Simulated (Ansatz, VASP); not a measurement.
**AlBiO4 in VASP and in Ansatz**

```
Al Bi O
1.0
     0.00000    3.30293    3.30293
     3.30293    0.00000    3.30293
     3.30293    3.30293    0.00000
Al Bi O
1 1 4
Direct
  0.00000 0.00000 0.00000
  0.25000 0.25000 0.25000
  0.62888 0.62888 0.11336
  0.62888 0.11336 0.62888
  0.11336 0.62888 0.62888
  0.62888 0.62888 0.62888
```

Change from the starting cell: species swapped into the YbCu4Ni type (F-43m, No. 216).

Alike in both runs: functional PBE; k mesh 10 × 10 × 10; occupations gaussian, width 0.1 eV; no spin polarisation.

Ansatz relaxed the structure, and its values are those at the end. VASP's run is a single point on that final structure, the one shown.

|  | VASP | Ansatz |
| --- | --- | --- |
| version | VASP 6.6.1 | Ansatz 0.2.0 |
| potentials or method | VASP PAW PBE potentials, release 64 (Al, Bi_d, O), cutoff 520 eV | scalar-relativistic, plane waves, PAW |
| valence electrons in the cell | 42 | 42 |

|  | VASP | Ansatz | Ansatz less VASP |
| --- | --- | --- | --- |
| gap on the k mesh at the Fermi level (eV) | none | none | - |
| pressure (GPa) | -0.2 | 0.0 | +0.17 |

A gap of «none» marks a metal or a gap that the smearing closes.

Neither program's run includes spin-orbit coupling.
